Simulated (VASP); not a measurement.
# Pb (Fm-3m) in VASP: notebook, part 2 of 2

VASP 6.6.1. Earlier steps stand in the parts before.

### 3 Single point, PBE

This run uses another cell than the first one, of 31.54 Å³/atom, 1.040 times its volume.

Contents of INCAR:

```
  PREC = Accurate
  ENCUT = 520
  EDIFF = 1E-6
  ISMEAR = -1
  SIGMA = 0.15
  LREAL = F
  LASPH = T
  NELM = 80
  ALGO = Normal
  ISIF = 2
  LWAVE = F
  LCHARG = F
  GGA = PE
  NBANDS = 13
```

Contents of KPOINTS:

```
regular mesh
0
Gamma
  12 12 12
```

Contents of POSCAR:

```
Pb
1.0
    0.0000000000      2.5075897876      2.5075897876
    2.5075897876      0.0000000000      2.5075897876
    2.5075897876      2.5075897876      0.0000000000
Pb
1
Direct
    0.0000000000      0.0000000000      0.0000000000
```

Potentials or basis: VASP PAW PBE potentials, release 64 (Pb_d).

Run with:

```sh
$ cat potpaw_PBE.64/Pb_d/POTCAR > POTCAR
$ mpirun -np 1 vasp_std > vasp.out
```

OUTCAR:

```text
PREC = Accurate
   ENCUT = 520
   EDIFF = 1E-6
   ISMEAR = -1
   LREAL = F
   LASPH = T
   NELM = 80
   ISIF = 2
   GGA = PE

 ion  position               nearest neighbor table
   1  0.000  0.000  0.000-

  LATTYP: Found a face centered cubic cell.
 ALAT       =     5.0151795752

  Lattice vectors:

 A1 = (   0.0000000000,   2.5075897876,   2.5075897876)
 A2 = (   2.5075897876,   0.0000000000,   2.5075897876)
 A3 = (   2.5075897876,   2.5075897876,   0.0000000000)

Analysis of symmetry for initial positions (statically):
=====================================================================
 Subroutine PRICEL returns:
 Original cell was already a primitive cell.

 Routine SETGRP: Setting up the symmetry group for a
 face centered cubic supercell.

 Subroutine GETGRP returns: Found 48 space group operations
 (whereof 48 operations were pure point group operations)
 out of a pool of 48 trial point group operations.

The static configuration has the point symmetry O_h .

Analysis of symmetry for dynamics (positions and initial velocities):
=====================================================================
 Subroutine PRICEL returns:
[... 168 lines left out ...]
      6      -4.6429      2.00000
      7      13.9628      0.00000
      8      13.9628      0.00000
      9      13.9628      0.00000
     10      16.5871      0.00000
     11      17.6944      0.00000
     12      19.0512      0.00000
     13      19.0512      0.00000
[... 354 lines left out ...]
  band No.  band energies     occupation
      1     -10.2082      2.00000
      2     -10.1573      2.00000
      3     -10.1292      2.00000
      4      -9.9946      2.00000
      5      -9.9640      2.00000
      6      -0.9675      2.00000
      7       3.4611      2.00000
      8       8.9885      0.00000
      9      11.4312      0.00000
     10      14.5829      0.00000
     11      18.4300      0.00000
     12      19.2696      0.00000
     13      21.6654      0.00000

 [... further k-points ...]

------------------------ aborting loop because EDIFF is reached ----------------------------------------

  FORCE on cell =-STRESS in cart. coord.  units (eV):
  Direction    XX          YY          ZZ          XY          YZ          ZX
  --------------------------------------------------------------------------------------
  -------------------------------------------------------------------------------------
  Total        0.1442171      0.1442171      0.1442171     -0.0000000     -0.0000000      0.0000000
  in kB        7.3270274      7.3270274      7.3270274     -0.0000000     -0.0000000      0.0000000
  external PRESSURE =       7.3270274 kB  Pullay stress =       0.0000000 kB

 VOLUME and BASIS-vectors are now :
 -----------------------------------------------------------------------------
  energy-cutoff  :      520.00
  volume of cell :       31.54
      direct lattice vectors                 reciprocal lattice vectors
     0.000000000  2.507589788  2.507589788    -0.199394655  0.199394655  0.199394655
     2.507589788  0.000000000  2.507589788     0.199394655 -0.199394655  0.199394655
     2.507589788  2.507589788  0.000000000     0.199394655  0.199394655 -0.199394655

 POSITION                                       TOTAL-FORCE (eV/Angst)
 -----------------------------------------------------------------------------------
      0.00000      0.00000      0.00000         0.000000      0.000000      0.000000
 -----------------------------------------------------------------------------------
    total drift:                               -0.000000     -0.000000     -0.000000

  FREE ENERGIE OF THE ION-ELECTRON SYSTEM (eV)
  ---------------------------------------------------
  free  energy   TOTEN  =        -3.5791266025 eV

  energy  without entropy=       -3.5334624277  energy(sigma->0) =       -3.55629452
```

OSZICAR:

```text
N       E                     dE             d eps       ncg     rms          rms(c)
DAV:   1     0.106400408572E+03    0.10640E+03   -0.70986E+03  1890   0.124E+03
DAV:   2     0.148619682210E+01   -0.10491E+03   -0.10185E+03  1982   0.303E+02
DAV:   3    -0.346785012431E+01   -0.49540E+01   -0.49395E+01  2343   0.721E+01
DAV:   4    -0.358393262548E+01   -0.11608E+00   -0.11606E+00  2325   0.119E+01
DAV:   5    -0.358914370036E+01   -0.52111E-02   -0.52109E-02  2646   0.230E+00    0.489E-01
DAV:   6    -0.358095242050E+01    0.81913E-02   -0.12029E-02  2398   0.189E+00    0.248E-01
DAV:   7    -0.357914184813E+01    0.18106E-02   -0.52916E-03  2472   0.117E+00    0.882E-02
DAV:   8    -0.357912922619E+01    0.12622E-04   -0.40248E-04  2351   0.320E-01    0.997E-03
DAV:   9    -0.357912727818E+01    0.19480E-05   -0.10632E-05  2630   0.552E-02    0.465E-03
DAV:  10    -0.357912660249E+01    0.67569E-06   -0.10289E-06  1778   0.109E-02
   1 F= -.35791266E+01 E0= -.35562945E+01  d E =-.456642E-01
```

Wall time 31 s (1 thread of Intel Xeon Platinum 8259CL at 2.50GHz (Skylake/Cascade Lake), shared host); peak memory 0.17 GiB.

Results:

* Free energy: -3.5791 eV
* Pressure: 0.7 GPa
* Band gap on the k mesh: zero (band 7 reaches 13.96 eV, above the bottom of band 8 at 5.39 eV)

Caveat: spin-orbit coupling is left out, which moves the levels of the heavy elements.

### 4 Single point, PBE

This run uses another cell than the first one, of 32.75 Å³/atom, 1.080 times its volume.

Contents of INCAR:

```
SYSTEM = Pb
  ALGO = Normal
  EDIFF = 1E-6
  ENCUT = 520
  GGA = PE
  ISIF = 2
  ISMEAR = -1
  LASPH = .TRUE.
  LCHARG = .TRUE.
  LELF = .TRUE.
  LREAL = .FALSE.
  LVHAR = .TRUE.
  LWAVE = .FALSE.
  NBANDS = 13
  NELM = 100
  PREC = Accurate
  SIGMA = 0.15
```

Contents of KPOINTS:

```
k-points
0
G
  12 12 12
  0 0 0
```

Contents of POSCAR:

```
Pb
1.0
    0.0000000000      2.5393348005      2.5393348005
    2.5393348005      0.0000000000      2.5393348005
    2.5393348005      2.5393348005      0.0000000000
Pb
1
Direct
    0.0000000000      0.0000000000      0.0000000000
```

Potentials or basis: VASP PAW PBE potentials, release 64 (Pb_d).

Run with:

```sh
$ cat potpaw_PBE.64/Pb_d/POTCAR > POTCAR
$ mpirun -np 1 vasp_std > vasp.out
```

OUTCAR:

```text
SYSTEM = Pb
   EDIFF = 1E-6
   ENCUT = 520
   GGA = PE
   ISIF = 2
   ISMEAR = -1
   LASPH = .TRUE.
   LREAL = .FALSE.
   NELM = 100
   PREC = Accurate

 ion  position               nearest neighbor table
   1  0.000  0.000  0.000-

  LATTYP: Found a face centered cubic cell.
 ALAT       =     5.0786696010

  Lattice vectors:

 A1 = (   0.0000000000,   2.5393348005,   2.5393348005)
 A2 = (   2.5393348005,   0.0000000000,   2.5393348005)
[... 562 lines left out ...]
     13      20.9883      0.00000

 [... further k-points ...]

------------------------ aborting loop because EDIFF is reached ----------------------------------------

  FORCE on cell =-STRESS in cart. coord.  units (eV):
  Direction    XX          YY          ZZ          XY          YZ          ZX
  --------------------------------------------------------------------------------------
  -------------------------------------------------------------------------------------
  Total       -0.1521217     -0.1521217     -0.1521217     -0.0000000      0.0000000      0.0000000
  in kB       -7.4423795     -7.4423795     -7.4423795     -0.0000000      0.0000000      0.0000000
  external PRESSURE =      -7.4423795 kB  Pullay stress =       0.0000000 kB

 VOLUME and BASIS-vectors are now :
 -----------------------------------------------------------------------------
  energy-cutoff  :      520.00
  volume of cell :       32.75
      direct lattice vectors                 reciprocal lattice vectors
     0.000000000  2.539334800  2.539334800    -0.196901960  0.196901960  0.196901960
     2.539334800  0.000000000  2.539334800     0.196901960 -0.196901960  0.196901960
     2.539334800  2.539334800  0.000000000     0.196901960  0.196901960 -0.196901960

 POSITION                                       TOTAL-FORCE (eV/Angst)
 -----------------------------------------------------------------------------------
      0.00000      0.00000      0.00000        -0.000000      0.000000      0.000000
 -----------------------------------------------------------------------------------
    total drift:                               -0.000000     -0.000000     -0.000000

  FREE ENERGIE OF THE ION-ELECTRON SYSTEM (eV)
  ---------------------------------------------------
  free  energy   TOTEN  =        -3.5794395928 eV

  energy  without entropy=       -3.5338817022  energy(sigma->0) =       -3.55666065
```

OSZICAR:

```text
N       E                     dE             d eps       ncg     rms          rms(c)
DAV:   1     0.109795214569E+03    0.10980E+03   -0.71971E+03  1922   0.123E+03
DAV:   2     0.186567470509E+01   -0.10793E+03   -0.10432E+03  1957   0.313E+02
DAV:   3    -0.345249825348E+01   -0.53182E+01   -0.52912E+01  2330   0.744E+01
DAV:   4    -0.358282473286E+01   -0.13033E+00   -0.13029E+00  2373   0.126E+01
DAV:   5    -0.358827830433E+01   -0.54536E-02   -0.54533E-02  2558   0.237E+00    0.462E-01
DAV:   6    -0.358090300602E+01    0.73753E-02   -0.12016E-02  2443   0.182E+00    0.239E-01
DAV:   7    -0.357941307333E+01    0.14899E-02   -0.52544E-03  2417   0.114E+00    0.894E-02
DAV:   8    -0.357944178348E+01   -0.28710E-04   -0.42273E-04  2410   0.329E-01    0.107E-02
DAV:   9    -0.357943985524E+01    0.19282E-05   -0.11727E-05  2533   0.573E-02    0.479E-03
DAV:  10    -0.357943959278E+01    0.26246E-06   -0.13484E-06  2203   0.122E-02
   1 F= -.35794396E+01 E0= -.35566606E+01  d E =-.455579E-01
```

stdout:

```text
POSCAR found type information on POSCAR Pb
 POSCAR found :  1 types and       1 ions
 scaLAPACK will be used
 LDA part: xc-table for (Slater+PW92), standard interpolation
 POSCAR, INCAR and KPOINTS ok, starting setup
 FFT: planning ... GRIDC
 FFT: planning ... GRID_SOFT
 FFT: planning ... GRID
 WAVECAR not read
 entering main loop
```

Wall time 28 s (1 thread of Intel Xeon Platinum 8259CL at 2.50GHz (Skylake/Cascade Lake), shared host); peak memory 0.17 GiB.

Results:

| Property | Result |
| --- | --- |
| Free energy | -3.5794 eV |
| Pressure | -0.7 GPa |
| Band gap on the k mesh | zero (band 7 reaches 13.27 eV, above the bottom of band 8 at 5.07 eV) |

Caveat: spin-orbit coupling is left out, which moves the levels of the heavy elements.

### 5 Single point, PBE

This run uses another cell than the first one, of 33.96 Å³/atom, 1.120 times its volume.

Contents of INCAR:

```
SYSTEM = Pb
PREC = Accurate
ENCUT = 520
EDIFF = 1E-7
ISMEAR = -1
SIGMA = 0.15
LREAL = .FALSE.
LASPH = .TRUE.
NELM = 60
ALGO = Normal
ISIF = 2
LWAVE = .FALSE.
LCHARG = .TRUE.
GGA = PE
LELF = .TRUE.
LVHAR = .TRUE.
NBANDS = 13
```

Contents of KPOINTS:

```
Automatic mesh
0
G
  12 12 12
  0 0 0
```

Contents of POSCAR:

```
Pb
1.0
    0.0000000000      2.5703053504      2.5703053504
    2.5703053504      0.0000000000      2.5703053504
    2.5703053504      2.5703053504      0.0000000000
Pb
1
Direct
    0.0000000000      0.0000000000      0.0000000000
```

Run with:

```sh
$ cat potpaw_PBE.64/Pb_d/POTCAR > POTCAR
$ mpirun -np 1 vasp_std > vasp.out
```

Wall time 37 s (1 thread of Intel Xeon Platinum 8259CL at 2.50GHz (Skylake/Cascade Lake), shared host); peak memory 0.17 GiB.

Results (log left out):

- Free energy: -3.5696 eV
- Pressure: -2.0 GPa
- Band gap on the k mesh: zero (band 7 reaches 12.63 eV, above the bottom of band 8 at 4.77 eV)

Levels at points of the mesh, in eV from the Fermi level:
```csv
k point,band 4,band 5,band 6,band 7,band 8,band 9,band 10,band 11
"(0.00, 0.00, 0.00)",-16.94,-16.94,-11.07,6.52,6.52,6.52,9.64,9.90
"(0.50, 0.00, 0.00)",-16.84,-16.84,-8.06,-3.70,4.94,4.94,8.49,9.11
"(0.50, 0.50, 0.00)",-16.82,-16.82,-6.91,-2.87,1.89,1.89,5.04,6.29
```

Caveat: spin-orbit coupling is left out, which moves the levels of the heavy elements.

### 6 The runs side by side

| cell | gap on the mesh (eV) | pressure (GPa) |
| --- | --- | --- |
| a = 3.500 Å, angles 60.0°, 1 atom | none | 2.6 |
| a = 3.546 Å, angles 60.0°, 1 atom | none | 0.7 |
| a = 3.591 Å, angles 60.0°, 1 atom | none | -0.7 |
| a = 3.635 Å, angles 60.0°, 1 atom | none | -2.0 |

Alike in all rows: task single point; level PBE; potentials or basis VASP PAW PBE potentials, release 64 (Pb_d); no spin polarisation; k mesh 12 × 12 × 12; cutoff (eV) 520; smearing fermi-dirac 0.15 eV.

Caveats: spin-orbit coupling is left out, which moves the levels of the heavy elements.

Total energies depend on the potentials used, so only differences within one code and one set of settings carry meaning.
